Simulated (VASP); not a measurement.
W, 1 atom in the cell. Symmetry: Fm-3m, No. 225, cubic system. Conventional cell: a = 3.950 Å, b = 3.950 Å, c = 3.950 Å, α = 90.00°, β = 90.00°, γ = 90.00°. Within 3.7 Å of W (site symmetry m-3m) lie 12 W at 2.79 Å. 

| Item | Value |
| --- | --- |
| Program | VASP 6.6.1 |
| Task | relaxation of cell and atoms |
| Functional | LDA |
| Potentials or basis | VASP PAW LDA potentials, release 64 (W_sv) |
| Cutoff | 600 eV |
| k mesh | 18 × 18 × 18 |
| Occupations | fermi-dirac, width 0.05 eV |
| Spin | no spin polarisation |
| Dipole correction | no |
| Further INCAR settings | ALGO = Normal; EDIFF = 1e-06; IBRION = 2; EDIFFG = -0.005; NSW = 60; ISIF = 3 |

Potentials or basis: VASP PAW LDA potentials, release 64 (W_sv).

Command:

```bash
$ cat potpaw_LDA.64/W_sv/POTCAR > POTCAR
$ mpirun -np 1 vasp_std > vasp.out
```

Hardware: 1 thread of Intel(R) Xeon(R) 6975P-C (Granite Rapids) (shared host).

Q: Estimate the wall time of this run.

A: Wall time 33 s on 1 thread of Intel(R) Xeon(R) 6975P-C (Granite Rapids), with other jobs on the host, peak memory 0.17 GiB. Counts: scf iterations 29, k points 195, ion steps 4.
